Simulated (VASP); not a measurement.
Ag, 1 atom in the cell. Symmetry: Im-3m, No. 229, cubic system. The conventional cell has a = 3.311 Å, b = 3.311 Å, c = 3.311 Å, α = 90.00°, β = 90.00°, γ = 90.00°. Within 3.8 Å of Ag (site symmetry m-3m) lie 14 Ag at 2.87 to 3.31 Å. 

```yaml
Program: VASP 6.6.1
Task: density of states
Functional: PBEsol
Potentials_or_basis: VASP PAW PBE potentials, release 64 (Ag)
Cutoff: 520 eV
k_mesh: 7 × 7 × 7
Occupations: fermi-dirac, width 0.3 eV
Spin: no spin polarisation
Dipole_correction: no
k_mesh_for_the_DOS: 11 × 11 × 11
Occupations_for_the_DOS: tetrahedron
Further_INCAR_settings: ALGO = Normal; EDIFF = 1e-07; NBANDS = 12
```

Potentials or basis: VASP PAW PBE potentials, release 64 (Ag).

Command:

```bash
$ cat potpaw_PBE.64/Ag/POTCAR > POTCAR
$ cp INCAR.step1 INCAR
$ cp KPOINTS.step1 KPOINTS
$ mpirun -np 1 vasp_std > vasp.out
$ cp INCAR.step2 INCAR
$ cp KPOINTS.step2 KPOINTS
$ mpirun -np 1 vasp_std > vasp.out
```

Hardware: 1 thread of Intel Xeon 8259CL, on a shared host.

Task: Estimate the wall time of this run.

Result: Run time: 22 s on 1 thread of Intel Xeon 8259CL, with other jobs on the host, peak memory 0.14 GiB. Counts: k points 56.
